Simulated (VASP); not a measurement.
# GaN (I-4m2) in VASP: a series of runs

GaN is run at these levels: PBE; tasks: single point.

Program: VASP 6.6.1. These are calculated values, not measurements. Logs are shortened: lines on timing, memory, paths and dates and some standing lists are left out, and cuts for length are marked.

## Step 1: The cell of the first run

It takes space group I-4m2 (No. 119, tetragonal). Conventional cell: a = 3.121 Å, b = 3.121 Å, c = 4.498 Å, α = 90.00°, β = 90.00°, γ = 90.00°. Within 2.6 Å of Ga (site symmetry -4m2) lie 4 N at 1.92 Å. N (site symmetry -4m2) has 4 Ga at 1.92 Å within 2.6 Å.

## Step 2: Single point, PBE (biaxial xy strain -1.9%)

Contents of INCAR:

```
PREC     = Accurate       # precision mode
ENCUT    = 520            # plane-wave cutoff, eV
EDIFF    = 1E-7           # SCF threshold, eV
ISMEAR   = -1             # smearing method
SIGMA    = 0.02           # smearing width, eV
LREAL    = False          # projectors in reciprocal space
LASPH    = True           # aspherical terms in the spheres
NELM     = 100            # most SCF steps
ALGO     = Normal         # electronic algorithm
ISIF     = 2              # what is computed and relaxed
LWAVE    = False          # write WAVECAR
LCHARG   = False          # write CHGCAR
GGA      = PE             # functional
NBANDS   = 16             # bands
```

Contents of KPOINTS:

```
Automatic mesh
0
Gamma
  10 10 10
```

Contents of POSCAR:

```
GaN
1.0
    0.0000000000      2.2066723146      2.2489526240
    2.2066723146      0.0000000000      2.2489526240
    2.2066723146      2.2066723146      0.0000000000
Ga N
1 1
Direct
    0.0000000000      0.0000000000      0.0000000000
    0.7500000000      0.7500000000      0.7500000000
```

Potentials or basis: VASP PAW PBE potentials, release 64 (Ga_d, N).

Started as:

```console
> cat potpaw_PBE.64/Ga_d/POTCAR potpaw_PBE.64/N/POTCAR > POTCAR
> mpirun -np 1 vasp_std > vasp.out
```

OUTCAR:

```text
PREC = Accurate
   ENCUT = 520
   EDIFF = 1E-7
   ISMEAR = -1
   LREAL = False
   LASPH = True
   NELM = 100
   ISIF = 2
   GGA = PE

 ion  position               nearest neighbor table
   1  0.000  0.000  0.000-   2 1.92   2 1.92   2 1.92   2 1.92
   2  0.750  0.750  0.750-   1 1.92   1 1.92   1 1.92   1 1.92

  LATTYP: Found a body centered tetragonal cell.
 ALAT       =     3.1207059150
 C/A-ratio  =     1.4413101941

  Lattice vectors:

 A1 = (  -2.2066723146,   0.0000000000,   2.2489526240)
 A2 = (   2.2066723146,   0.0000000000,   2.2489526240)
 A3 = (   0.0000000000,   2.2066723146,  -2.2489526240)

Analysis of symmetry for initial positions (statically):
=====================================================================
 Subroutine PRICEL returns:
 Original cell was already a primitive cell.

 Routine SETGRP: Setting up the symmetry group for a
 body centered tetragonal supercell.

 Subroutine GETGRP returns: Found  8 space group operations
 (whereof  8 operations were pure point group operations)
 out of a pool of 16 trial point group operations.

The static configuration has the point symmetry D_2d.

Analysis of symmetry for dynamics (positions and initial velocities):
=====================================================================
 Subroutine PRICEL returns:
 Original cell was already a primitive cell.

 Routine SETGRP: Setting up the symmetry group for a
 body centered tetragonal supercell.

 Subroutine GETGRP returns: Found  8 space group operations
 (whereof  8 operations were pure point group operations)
 out of a pool of 16 trial point group operations.

The dynamic configuration has the point symmetry D_2d.

 Subroutine INISYM returns: Found  8 space group operations
 (whereof  8 operations are pure point group operations),
 and found     1 'primitive' translations

----------------------------------------------------------------------------------------

                                     Primitive cell

  volume of cell :      21.9021

  direct lattice vectors                    reciprocal lattice vectors
     0.000000000  2.206672315  2.248952624    -0.226585523  0.226585523  0.222325715
     2.206672315  0.000000000  2.248952624     0.226585523 -0.226585523  0.222325715
     2.206672315  2.206672315  0.000000000     0.226585523  0.226585523 -0.222325715

  length of vectors
     3.150744453  3.150744453  3.120705915     0.390013746  0.390013746  0.390013746

  position of ions in fractional coordinates (direct lattice)
     0.000000000  0.000000000  0.000000000
     0.750000000  0.750000000  0.750000000

  ion indices of the primitive-cell ions
   primitive index   ion index
                 1           1
                 2           2

----------------------------------------------------------------------------------------

 KPOINTS: Automatic mesh

Automatic generation of k-mesh.
 Grid dimensions read from file:
 generate k-points for:   10   10   10

 Generating k-lattice:

  Cartesian coordinates                     Fractional coordinates (reciprocal lattice)
    -0.022658552  0.022658552  0.022232571     0.100000000  0.000000000  0.000000000
     0.022658552 -0.022658552  0.022232571     0.000000000  0.100000000  0.000000000
     0.022658552  0.022658552 -0.022232571    -0.000000000 -0.000000000  0.100000000

  Length of vectors
     0.039001375  0.039001375  0.039001375

  Shift w.r.t. Gamma in fractional coordinates (k-lattice)
     0.000000000  0.000000000  0.000000000

 Subroutine IBZKPT returns following result:
 ===========================================

 Found    102 irreducible k-points:

 Following reciprocal coordinates:
            Coordinates               Weight
  0.000000  0.000000  0.000000      1.000000
  0.100000  0.000000  0.000000      8.000000
  0.200000  0.000000  0.000000      8.000000
  0.300000 -0.000000  0.000000      8.000000
  0.400000 -0.000000  0.000000      8.000000
  0.500000 -0.000000  0.000000      4.000000
[... 16 lines left out ...]
  0.300000  0.300000  0.000000      2.000000
  0.400000  0.300000  0.000000      8.000000
 [... further k-points ...]
   k-points           NKPTS =    102   k-points in BZ     NKDIM =    102   number of bands    NBANDS=     16
   number of dos      NEDOS =    301   number of ions     NIONS =      2
   total plane-waves  NPLWV =  13824
   dimension x,y,z NGX =    24 NGY =   24 NGZ =   24
   dimension x,y,z NGXF=    48 NGYF=   48 NGZF=   48
   ions per type =               1   1
   NGX,Y,Z   is equivalent  to a cutoff of  12.66, 12.66, 12.79 a.u.
   NGXF,Y,Z  is equivalent  to a cutoff of  25.33, 25.33, 25.57 a.u.
 SYSTEM =  unknown system
   PREC   = accura    normal or accurate (medium, high low for compatibility)
   ISTART =      0    job   : 0-new  1-cont  2-samecut
   ICHARG =      2    charge: 1-file 2-atom 10-const
   ISPIN  =      1    spin polarized calculation?
   LNONCOLLINEAR =      F non collinear calculations
   LSORBIT =      F    spin-orbit coupling
   LASPH  =      T    aspherical Exc in radial PAW
   ENCUT  =  520.0 eV  38.22 Ry    6.18 a.u.   5.86  5.86  5.80*2*pi/ulx,y,z
   NELM   =    100;   NELMIN=  2; NELMDL= -5     # of ELM steps
   EDIFF  = 0.1E-06   stopping-criterion for ELM
   LREAL  =      F    real-space projection
   EDIFFG = 0.1E-05   stopping-criterion for IOM
   NSW    =      0    number of steps for IOM
   IBRION =     -1    ionic relax: 0-MD 1-quasi-New 2-CG
   NFREE  =      0    steps in history (QN), initial steepest desc. (CG)
   ISIF   =      2    stress and relaxation
   ISYM   =      2    0-nonsym 1-usesym 2-fastsym
   POTIM  = 0.5000    time-step for ionic-motion
   TEBEG  =    0.0;   TEEND  =   0.0 temperature during run
   PSTRESS=    0.0 pullay stress
   NELECT =      18.0000    total number of electrons
   NUPDOWN=      -1.0000    fix difference up-down
   EMIN   =  10.00;   EMAX   =-10.00  energy-range for DOS
   EFERMI =   0.00;   METHOD = LEGACY
   ISMEAR =    -1;   SIGMA  =   0.02  broadening in eV -4-tet -1-fermi 0-gaus
   EFERMI_NEDOS =   21; number of points for ismear=-14 and -15
   IALGO  =     38    algorithm
   IMIX   =      4    mixing-type and parameters
     AMIX     =   0.40;   BMIX     =  1.00
     AMIX_MAG =   1.60;   BMIX_MAG =  1.00
  volume/ion in A,a.u.               =      10.95        73.90
  Fermi-wavevector in a.u.,A,eV,Ry     =   1.533453  2.897805 31.993782  2.351477
  Thomas-Fermi vector in A             =   2.640518
   LORBIT       =      0    0 simple, 1 ext, 2 COOP (PROOUT), +10 PAW based schemes
   GGA     = PE    functional components
   LHFCALC =     F    Hartree Fock is set to
   AEXX    =    0.0000 exact exchange contribution
   IVDW    =     0    specifies the selected vdW correction
   LEPSILON=     F    determine dielectric tensor
   LRPA    =     F    only Hartree local field effects (RPA)
 non-spin polarized calculation
  energy-cutoff  :      520.00
  volume of cell :       21.90
 maximum number of plane-waves:       604
   NGX = 11   NGY = 11   NGZ = 11

 number of electron      18.0000013 magnetization

 Free energy of the ion-electron system (eV)
  ---------------------------------------------------
  ext. energy  EPLUGINS =         0.00000000
  ---------------------------------------------------
  free energy    TOTEN  =       -12.08193359 eV

  energy without entropy =      -12.08193359  energy(sigma->0) =      -12.08193359

 E-fermi :   6.2529     XC(G=0): -11.9048

 val. band max:        5.8030127740   @ k =   0.0000   0.0000   0.0000
 cond. band min:       7.7801578446   @ k =   0.0000   0.0000   0.0000
 fundamental gap:      1.9771450706
 Fermi energy:         6.2528958010

 k-point     1 :       0.0000    0.0000    0.0000
  band No.  band energies     occupation
      1     -10.5476      2.00000
      2      -7.7294      2.00000
      3      -7.7070      2.00000
      4      -7.7070      2.00000
      5      -7.3488      2.00000
      6      -7.3469      2.00000
[... 8 lines left out ...]
     15      24.5388      0.00000
     16      25.1863      0.00000

 k-point     2 :       0.1000    0.0000    0.0000
  band No.  band energies     occupation
      1     -10.4275      2.00000
      2      -7.7095      2.00000
      3      -7.6916      2.00000
      4      -7.6756      2.00000
      5      -7.3498      2.00000
      6      -7.3489      2.00000
[... 8 lines left out ...]
     15      23.8451      0.00000
     16      23.8453      0.00000

 k-point     3 :       0.2000    0.0000    0.0000
  band No.  band energies     occupation
      1     -10.1191      2.00000
      2      -7.6711      2.00000
      3      -7.6556      2.00000
      4      -7.5243      2.00000
      5      -7.3494      2.00000
      6      -7.3466      2.00000
[... 8 lines left out ...]
     15      22.8887      0.00000
     16      22.9827      0.00000

 k-point     4 :       0.3000   -0.0000    0.0000
  band No.  band energies     occupation
      1      -9.7767      2.00000
      2      -7.6392      2.00000
      3      -7.6233      2.00000
      4      -7.3367      2.00000
      5      -7.3300      2.00000
      6      -7.1319      2.00000
[... 8 lines left out ...]
     15      23.3911      0.00000
     16      23.4221      0.00000
[... 324 lines left out ...]
 k-point    22 :      -0.2000    0.2000    0.0000
  band No.  band energies     occupation
      1      -9.6669      2.00000
      2      -7.6219      2.00000
      3      -7.5897      2.00000
      4      -7.3766      2.00000
      5      -7.3740      2.00000
      6      -6.9252      2.00000
[... 8 lines left out ...]
     15      23.7378      0.00000
     16      26.7116      0.00000

 k-point    23 :       0.3000    0.3000    0.0000
  band No.  band energies     occupation
      1      -9.5797      2.00000
      2      -7.5542      2.00000
      3      -7.4935      2.00000
      4      -7.4935      2.00000
      5      -7.2943      2.00000
      6      -6.9810      2.00000
[... 8 lines left out ...]
     15      28.5175      0.00000
     16      29.1030      0.00000

 k-point    24 :       0.4000    0.3000    0.0000
  band No.  band energies     occupation
      1      -9.4306      2.00000
      2      -7.5706      2.00000
      3      -7.4567      2.00000
      4      -7.4541      2.00000
      5      -7.2841      2.00000
      6      -6.5249      2.00000
[... 8 lines left out ...]
     15      28.8515      0.00000
     16      28.8901      0.00000

 [... further k-points ...]
[... 5 lines left out ...]
  --------------------------------------------------------------------------------------
  -------------------------------------------------------------------------------------
  Total        2.0658921      2.0658921      1.7493840      0.0000000      0.0000000     -0.0000000
  in kB      151.1235782    151.1235782    127.9704639      0.0000000      0.0000000     -0.0000000
  external PRESSURE =     143.4058734 kB  Pullay stress =       0.0000000 kB

 VOLUME and BASIS-vectors are now :
 -----------------------------------------------------------------------------
  energy-cutoff  :      520.00
  volume of cell :       21.90
      direct lattice vectors                 reciprocal lattice vectors
     0.000000000  2.206672315  2.248952624    -0.226585523  0.226585523  0.222325715
     2.206672315  0.000000000  2.248952624     0.226585523 -0.226585523  0.222325715
     2.206672315  2.206672315  0.000000000     0.226585523  0.226585523 -0.222325715

 POSITION                                       TOTAL-FORCE (eV/Angst)
 -----------------------------------------------------------------------------------
      0.00000      0.00000      0.00000         0.000000      0.000000     -0.000000
      3.31001      3.31001      3.37343        -0.000000     -0.000000      0.000000
 -----------------------------------------------------------------------------------
    total drift:                               -0.000001     -0.000001     -0.000002

  FREE ENERGIE OF THE ION-ELECTRON SYSTEM (eV)
  ---------------------------------------------------
  free  energy   TOTEN  =       -12.0819335879 eV

  energy  without entropy=      -12.0819335879  energy(sigma->0) =      -12.08193359
```

Wall time 15 s (1 thread of Intel Xeon 6975P-C (Granite Rapids), shared host); peak memory 0.16 GiB.

Results:

```yaml
Free_energy: -12.0819 eV
Pressure: 14.3 GPa
Band_gap_on_the_k_mesh: 1.98 eV, direct
```

Stress tensor (GPa, compression positive):
```
15.11  0.00  0.00
 0.00 15.11  0.00
 0.00  0.00 12.80
```

Caveat: the cell differs from its parent crystal (biaxial xy strain -1.9%).

## Step 3: Single point, PBE (uniaxial x strain -3.1%)

Contents of INCAR:

```
ALGO = Normal ; EDIFF = 1E-6
ENCUT = 520 ; GGA = PE
ISIF = 2 ; ISMEAR = -1
LASPH = T ; LCHARG = F
LREAL = F ; LWAVE = F
NBANDS = 16 ; NELM = 60
PREC = Accurate ; SIGMA = 0.02
```

Contents of KPOINTS:

```
k-points
0
Gamma
  10 10 10
```

Contents of POSCAR:

```
GaN
1.0
    0.0000000000      2.2489526240      2.2489526240
    2.1790101974      0.0000000000      2.2489526240
    2.1790101974      2.2489526240      0.0000000000
Ga N
1 1
Direct
    0.0000000000      0.0000000000      0.0000000000
    0.7500000000      0.7500000000      0.7500000000
```

Potentials or basis: VASP PAW PBE potentials, release 64 (Ga_d, N).

Started as:

```console
> cat potpaw_PBE.64/Ga_d/POTCAR potpaw_PBE.64/N/POTCAR > POTCAR
> mpirun -np 1 vasp_std > vasp.out
```

Run time: 14 s. Hardware: 1 thread of Intel Xeon 6975P-C (Granite Rapids), shared host; peak memory 0.16 GiB.

It converged, with:

```yaml
Free_energy: -12.0908 eV
Pressure: 12.9 GPa
Band_gap_on_the_k_mesh: 1.87 eV, direct
```

Stress tensor (GPa, compression positive):
```
15.14  0.00  0.00
 0.00 11.74  0.00
 0.00  0.00 11.74
```

Levels at points of the mesh, in eV from the valence-band top:
```
           k point  band 5  band 6  band 7  band 8  band 9  band 10  band 11  band 12  band 13  band 14
(0.00, 0.00, 0.00)  -13.22  -13.21   -0.14   -0.14    0.00     1.87    10.40    10.48    10.48    18.02
(0.50, 0.00, 0.00)  -13.15  -11.97   -7.38   -1.23   -0.99     4.78     8.83    10.23    10.75    15.84
(0.50, 0.50, 0.00)  -13.13  -11.61   -6.49   -2.85   -2.83     3.34     6.97    11.73    13.95    14.70
(0.00, 0.50, 0.50)  -13.12  -11.43   -6.13   -3.09   -3.09     3.13     6.44    12.20    14.15    14.15
```

Caveat: the cell differs from its parent crystal (uniaxial x strain -3.1%).
